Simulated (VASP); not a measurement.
# SrTe (Fm-3m) in VASP: a series of runs, part 2 of 2

VASP 6.6.1. Earlier steps stand in the parts before.

## Step 3: Electric field gradients, PBE

This run uses another cell than the first one, of 37.79 Å³/atom, 1.063 times its volume.

The input, INCAR:

```
PREC     = Accurate       # precision mode
ENCUT    = 400            # plane-wave cutoff, eV
EDIFF    = 1E-8           # SCF threshold, eV
ISMEAR   = -1             # smearing method
SIGMA    = 0.01           # smearing width, eV
LREAL    = False          # projectors in reciprocal space
LASPH    = True           # aspherical terms in the spheres
NELM     = 120            # most SCF steps
ALGO     = Normal         # electronic algorithm
ISIF     = 2              # what is computed and relaxed
LWAVE    = False          # write WAVECAR
LCHARG   = False          # write CHGCAR
GGA      = PE             # functional
LEFG     = True         
NBANDS   = 15             # bands
GGA_COMPAT= False
```

The input, KPOINTS:

```
regular mesh
0
Gamma
  7 7 7
```

The input, POSCAR:

```
SrTe
1.0
    0.0000000000      3.3558353104      3.3558353104
    3.3558353104      0.0000000000      3.3558353104
    3.3558353104      3.3558353104      0.0000000000
Sr Te
1 1
Direct
    0.0000000000      0.0000000000      0.0000000000
    0.5000000000      0.5000000000      0.5000000000
```

Potentials or basis: VASP PAW PBE potentials, release 64 (Sr_sv, Te).

Run with:

```sh
cat potpaw_PBE.64/Sr_sv/POTCAR potpaw_PBE.64/Te/POTCAR > POTCAR
mpirun -np 1 vasp_std > vasp.out
```

OUTCAR:

```text
PREC = Accurate
   ENCUT = 400
   EDIFF = 1E-8
   ISMEAR = -1
   LREAL = False
   LASPH = True
   NELM = 120
   ISIF = 2
   GGA = PE

 ion  position               nearest neighbor table
   1  0.000  0.000  0.000-   2 3.36   2 3.36   2 3.36   2 3.36   2 3.36   2 3.36
   2  0.500  0.500  0.500-   1 3.36   1 3.36   1 3.36   1 3.36   1 3.36   1 3.36

  LATTYP: Found a face centered cubic cell.
 ALAT       =     6.7116706208

  Lattice vectors:

 A1 = (   0.0000000000,   3.3558353104,   3.3558353104)
 A2 = (   3.3558353104,   0.0000000000,   3.3558353104)
 A3 = (   3.3558353104,   3.3558353104,   0.0000000000)

Analysis of symmetry for initial positions (statically):
=====================================================================
 Subroutine PRICEL returns:
 Original cell was already a primitive cell.

 Routine SETGRP: Setting up the symmetry group for a
 face centered cubic supercell.

 Subroutine GETGRP returns: Found 48 space group operations
 (whereof 48 operations were pure point group operations)
 out of a pool of 48 trial point group operations.

The static configuration has the point symmetry O_h .

Analysis of symmetry for dynamics (positions and initial velocities):
=====================================================================
 Subroutine PRICEL returns:
 Original cell was already a primitive cell.

 Routine SETGRP: Setting up the symmetry group for a
 face centered cubic supercell.

 Subroutine GETGRP returns: Found 48 space group operations
 (whereof 48 operations were pure point group operations)
 out of a pool of 48 trial point group operations.
[... 497 lines left out ...]
      4     -14.0617      2.00000
      5      -6.6920      2.00000
      6       0.9206      2.00000
      7       1.0743      2.00000
      8       1.5187      2.00000
      9       6.1614      0.00000
     10       7.1127      0.00000
     11       7.3574      0.00000
     12       8.3755      0.00000
     13       8.6507      0.00000
     14       9.6919      0.00000
     15      11.0242      0.00000

------------------------ aborting loop because EDIFF is reached ----------------------------------------

  FORCE on cell =-STRESS in cart. coord.  units (eV):
  Direction    XX          YY          ZZ          XY          YZ          ZX
  --------------------------------------------------------------------------------------
  -------------------------------------------------------------------------------------
  Total        0.0803233      0.0803233      0.0803233      0.0000000      0.0000000      0.0000000
  in kB        1.7026291      1.7026291      1.7026291      0.0000000      0.0000000      0.0000000
  external PRESSURE =       1.7026291 kB  Pullay stress =       0.0000000 kB

 VOLUME and BASIS-vectors are now :
 -----------------------------------------------------------------------------
  energy-cutoff  :      400.00
  volume of cell :       75.58
      direct lattice vectors                 reciprocal lattice vectors
     0.000000000  3.355835310  3.355835310    -0.148994201  0.148994201  0.148994201
     3.355835310  0.000000000  3.355835310     0.148994201 -0.148994201  0.148994201
     3.355835310  3.355835310  0.000000000     0.148994201  0.148994201 -0.148994201

 POSITION                                       TOTAL-FORCE (eV/Angst)
 -----------------------------------------------------------------------------------
      0.00000      0.00000      0.00000         0.000000      0.000000     -0.000000
      3.35584      3.35584      3.35584         0.000000     -0.000000      0.000000
 -----------------------------------------------------------------------------------
    total drift:                                0.000000     -0.000000     -0.000000

  FREE ENERGIE OF THE ION-ELECTRON SYSTEM (eV)
  ---------------------------------------------------
  free  energy   TOTEN  =        -8.2665653941 eV

  energy  without entropy=       -8.2665653941  energy(sigma->0) =       -8.26656539

 Electric field gradients (V/A^2)
---------------------------------------------------------------------
 ion       V_xx      V_yy      V_zz      V_xy      V_xz      V_yz
---------------------------------------------------------------------
   1      -0.000    -0.000     0.000    -0.000    -0.000    -0.000
   2       0.000     0.000     0.000     0.000     0.000     0.000
---------------------------------------------------------------------

 Electric field gradients after diagonalization (V/A^2)
 (convention: |V_zz| > |V_xx| > |V_yy|)
----------------------------------------------------------------------
 ion       V_xx      V_yy      V_zz     asymmetry (V_yy - V_xx)/ V_zz
----------------------------------------------------------------------
   1       0.000     0.000    -0.000       0.000
   2      -0.000    -0.000     0.000       0.000
----------------------------------------------------------------------

           NMR quadrupolar parameters

 Cq : quadrupolar parameter    Cq=e*Q*V_zz/h
 eta: asymmetry parameters     (V_yy - V_xx)/ V_zz
 Q  : nuclear electric quadrupole moment in mb (millibarn)
----------------------------------------------------------------------
 ion       Cq(MHz)       eta       Q (mb)
----------------------------------------------------------------------
   1      -0.000       0.000       1.000
   2       0.000       0.000       1.000
----------------------------------------------------------------------
```

OSZICAR:

```text
N       E                     dE             d eps       ncg     rms          rms(c)
DAV:   1     0.573522289723E+02    0.57352E+02   -0.58308E+03   600   0.744E+02
DAV:   2    -0.495048069939E+01   -0.62303E+02   -0.58230E+02   796   0.159E+02
DAV:   3    -0.824626326947E+01   -0.32958E+01   -0.32751E+01   868   0.315E+01
DAV:   4    -0.836189014648E+01   -0.11563E+00   -0.11560E+00   817   0.593E+00
DAV:   5    -0.836369367996E+01   -0.18035E-02   -0.18034E-02   852   0.685E-01    0.145E+01
DAV:   6    -0.826204903507E+01    0.10164E+00   -0.13579E-01   754   0.205E+00    0.862E+00
DAV:   7    -0.826601742228E+01   -0.39684E-02   -0.16806E-01   762   0.245E+00    0.110E+00
DAV:   8    -0.826617765317E+01   -0.16023E-03   -0.21971E-02   656   0.681E-01    0.398E-01
DAV:   9    -0.826629986299E+01   -0.12221E-03   -0.90819E-04   775   0.206E-01    0.201E-01
DAV:  10    -0.826654684453E+01   -0.24698E-03   -0.19443E-04   663   0.804E-02    0.437E-02
DAV:  11    -0.826656234428E+01   -0.15500E-04   -0.13791E-05   833   0.188E-02    0.468E-02
DAV:  12    -0.826656494886E+01   -0.26046E-05   -0.10885E-05   726   0.156E-02    0.270E-02
DAV:  13    -0.826656535587E+01   -0.40700E-06   -0.35968E-07   754   0.370E-03    0.748E-03
DAV:  14    -0.826656544663E+01   -0.90767E-07   -0.75761E-08   747   0.130E-03    0.964E-04
DAV:  15    -0.826656540154E+01    0.45094E-07   -0.97304E-09   649   0.564E-04    0.366E-04
DAV:  16    -0.826656539411E+01    0.74240E-08   -0.16604E-09   419   0.231E-04
   1 F= -.82665654E+01 E0= -.82665654E+01  d E =-.192690E-10
```

stdout:

```text
POSCAR found type information on POSCAR SrTe
 POSCAR found :  2 types and       2 ions
 scaLAPACK will be used
 LDA part: xc-table for (Slater+PW92), standard interpolation
 POSCAR, INCAR and KPOINTS ok, starting setup
 FFT: planning ... GRIDC
 FFT: planning ... GRID_SOFT
 FFT: planning ... GRID
 WAVECAR not read
 entering main loop
ion   1

ion   2
```

Wall time 22 s (1 thread of Intel Xeon 8259CL, shared host); peak memory 0.18 GiB.

What came out:

* Free energy: -8.2666 eV
* Pressure: 0.2 GPa
* Band gap on the k mesh: 1.80 eV, indirect (least direct gap 2.51 eV)

Levels at points of the mesh, in eV from the valence-band top:
```
           k point  band 6  band 7  band 8  band 9  band 10  band 11
(0.00, 0.00, 0.00)    0.00    0.00    0.00    2.75     3.29     3.29
```

Caveat: without QUAD_EFG the Cq values of the log hold for a quadrupole moment of 1 mb, not for the nuclei; spin-orbit coupling is left out, which moves the levels of the heavy elements. A k mesh can miss the band edges.

## Step 4: Electric field gradients, PBE (volume scaled by 0.97)

The input, INCAR:

```
SYSTEM = SrTe
ALGO = Normal
EDIFF = 1E-8
ENCUT = 400
GGA = PE
GGA_COMPAT = .False.
ISIF = 2
ISMEAR = -1
LASPH = .True.
LCHARG = .False.
LEFG = .True.
LREAL = .False.
LWAVE = .False.
NBANDS = 15
NELM = 120
PREC = Accurate
SIGMA = 0.01
```

The input, KPOINTS:

```
k-points
0
Gamma
  7 7 7
  0 0 0
```

The input, POSCAR:

```
SrTe
1.0
    0.0000000000      3.3219356663      3.3219356663
    3.3219356663      0.0000000000      3.3219356663
    3.3219356663      3.3219356663      0.0000000000
Sr Te
1 1
Direct
    0.0000000000      0.0000000000      0.0000000000
    0.5000000000      0.5000000000      0.5000000000
```

Potentials or basis: VASP PAW PBE potentials, release 64 (Sr_sv, Te).

Run with:

```sh
cat potpaw_PBE.64/Sr_sv/POTCAR potpaw_PBE.64/Te/POTCAR > POTCAR
mpirun -np 1 vasp_std > vasp.out
```

OUTCAR:

```text
SYSTEM = SrTe
   EDIFF = 1E-8
   ENCUT = 400
   GGA = PE
   ISIF = 2
   ISMEAR = -1
   LASPH = .True.
   LREAL = .False.
   NELM = 120
   PREC = Accurate

 ion  position               nearest neighbor table
   1  0.000  0.000  0.000-   2 3.32   2 3.32   2 3.32   2 3.32   2 3.32   2 3.32
   2  0.500  0.500  0.500-   1 3.32   1 3.32   1 3.32   1 3.32   1 3.32   1 3.32

  LATTYP: Found a face centered cubic cell.
 ALAT       =     6.6438713326

  Lattice vectors:

 A1 = (   0.0000000000,   3.3219356663,   3.3219356663)
[... 565 lines left out ...]
  ---------------------------------------------------
  free  energy   TOTEN  =        -8.2563226491 eV

  energy  without entropy=       -8.2563226491  energy(sigma->0) =       -8.25632265

 Electric field gradients (V/A^2)
---------------------------------------------------------------------
 ion       V_xx      V_yy      V_zz      V_xy      V_xz      V_yz
---------------------------------------------------------------------
   1       0.000    -0.000    -0.000     0.000     0.000     0.000
   2       0.000     0.000     0.000    -0.000    -0.000    -0.000
---------------------------------------------------------------------

 Electric field gradients after diagonalization (V/A^2)
 (convention: |V_zz| > |V_xx| > |V_yy|)
----------------------------------------------------------------------
 ion       V_xx      V_yy      V_zz     asymmetry (V_yy - V_xx)/ V_zz
----------------------------------------------------------------------
   1      -0.000    -0.000     0.000       0.000
   2       0.000     0.000    -0.000       0.000
----------------------------------------------------------------------

           NMR quadrupolar parameters

 Cq : quadrupolar parameter    Cq=e*Q*V_zz/h
 eta: asymmetry parameters     (V_yy - V_xx)/ V_zz
 Q  : nuclear electric quadrupole moment in mb (millibarn)
----------------------------------------------------------------------
 ion       Cq(MHz)       eta       Q (mb)
----------------------------------------------------------------------
   1       0.000       0.000       1.000
   2      -0.000       0.000       1.000
----------------------------------------------------------------------
```

stdout:

```text
POSCAR found type information on POSCAR SrTe
 POSCAR found :  2 types and       2 ions
 scaLAPACK will be used
 LDA part: xc-table for (Slater+PW92), standard interpolation
 POSCAR, INCAR and KPOINTS ok, starting setup
 FFT: planning ... GRIDC
 FFT: planning ... GRID_SOFT
 FFT: planning ... GRID
 WAVECAR not read
 entering main loop
ion   1

ion   2
```

Run time: 20 s. Hardware: 1 thread of Intel Xeon 8259CL, shared host; peak memory 0.18 GiB.

What came out:

* Free energy: -8.2563 eV
* Pressure: 1.2 GPa
* Band gap on the k mesh: 1.73 eV, indirect (least direct gap 2.46 eV)

Levels at points of the mesh, in eV from the valence-band top:
```tsv
k point	band 5	band 6	band 7	band 8	band 9	band 10	band 11	band 12
(0.00, 0.00, 0.00)	-10.00	0.00	0.00	0.00	2.88	3.26	3.26	3.26
```

Caveat: the cell differs from its parent crystal (volume scaled by 0.97); without QUAD_EFG the Cq values of the log hold for a quadrupole moment of 1 mb, not for the nuclei; spin-orbit coupling is left out, which moves the levels of the heavy elements. A k mesh can miss the band edges.

## Step 5: The runs side by side

| cell | gap on the mesh (eV) | pressure (GPa) |
| --- | --- | --- |
| a = 4.650 Å, angles 60.0°, 2 atoms | 1.64 | 2.5 |
| a = 4.746 Å, angles 60.0°, 2 atoms | 1.80 | 0.2 |
| a = 4.698 Å, angles 60.0°, 2 atoms | 1.73 | 1.2 |

Alike in all rows: task electric field gradients; level PBE; potentials or basis VASP PAW PBE potentials, release 64 (Sr_sv, Te); no spin polarisation; k mesh 7 × 7 × 7; cutoff (eV) 400; smearing fermi-dirac 0.01 eV.

Caveats: spin-orbit coupling is left out, which moves the levels of the heavy elements.

Absolute energies hang on the potentials; compare differences alone.
